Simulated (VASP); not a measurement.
A run of VASP 6.6.1 is set up as follows.

File INCAR:

```
SYSTEM = V
PREC = Accurate ; ENCUT = 520
EDIFF = 1E-6 ; ISMEAR = -1
SIGMA = 0.05 ; LREAL = .False.
LASPH = .True. ; NELM = 150
ALGO = Fast ; ISIF = 2
LWAVE = .False. ; LCHARG = .False.
LNONCOLLINEAR = .True. ; MAGMOM = 0 0 2 0 0 -2
LORBIT = 11 ; LMAXMIX = 4
LDAU = .True. ; LDAUTYPE = 2
LDAUL = 2 ; LDAUU = 6
LDAUJ = 0 ; LDAUPRINT = 1
GGA = PE ; NBANDS = 38
```

File KPOINTS:

```
Automatic mesh
0
Gamma
  9 5 9
  0 0 0
```

The input POSCAR:

```
V
1.0
    0.0000000000      0.0000000000      3.0287000000
    3.0287000000     -3.0287000000      0.0000000000
    1.5143500000      1.5143500000     -1.5143500000
V
2
Direct
    0.0000000000      0.0000000000      0.0000000000
    0.5000000000      0.5000000000      0.0000000000
```

Potentials or basis: VASP PAW PBE potentials, release 64 (V_sv).

Command:

```console
$ cat potpaw_PBE.64/V_sv/POTCAR > POTCAR
$ mpirun -np 1 vasp_ncl > vasp.out
```

Question: Estimate the pressure.

Answer: 43.6 GPa.

Question: Estimate the band gap on the k mesh.

Answer: Zero (band 26 reaches 11.66 eV, above the bottom of band 27 at 9.79 eV).

Question: Predict the net moment.

Answer: 0.00 μB per cell.

Stress tensor (GPa, compression positive):
```
42.78  5.78  0.00
 5.78 42.78  0.00
 0.00  0.00 45.19
```

Caveat: the U is typed as a test and isn't derived for this compound. The state reached can hang on the start; a lower one may exist.
